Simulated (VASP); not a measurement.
A run of VASP 6.6.1 is set up as follows.

The input INCAR:

```
SYSTEM = Zr
AGGAC = 1.0
AGGAX = 1.0
ALDAC = 0.0
ALDAX = 1.0
ALGO = Normal
EDIFF = 1E-7
ENCUT = 520
GGA = B5
ISIF = 2
ISMEAR = -1
LASPH = .True.
LCHARG = .True.
LELF = .True.
LREAL = .False.
LVHAR = .True.
LWAVE = .False.
NBANDS = 12
NELM = 60
PREC = Accurate
SIGMA = 0.1
```

The input KPOINTS:

```
k-points
0
Gamma
  13 13 13
  0 0 0
```

The input POSCAR:

```
Zr
1.0
    0.0000000000      2.3782090804      2.3782090804
    2.3782090804      0.0000000000      2.3782090804
    2.3782090804      2.3782090804      0.0000000000
Zr
1
Direct
    0.0000000000      0.0000000000      0.0000000000
```

Potentials or basis: VASP PAW PBE potentials, release 64 (Zr_sv).

Launch:

```bash
$ cat potpaw_PBE.64/Zr_sv/POTCAR > POTCAR
$ mpirun -np 1 vasp_std > vasp.out
```

Problem. Estimate the pressure.

Solution. -7.7 GPa.

Problem. Estimate the band gap on the k mesh.

Solution. Zero (band 6 reaches 8.70 eV, above the bottom of band 7 at 7.37 eV).

Caveat: the PAW data sets were made with another functional, which shifts forces and pressure a little.
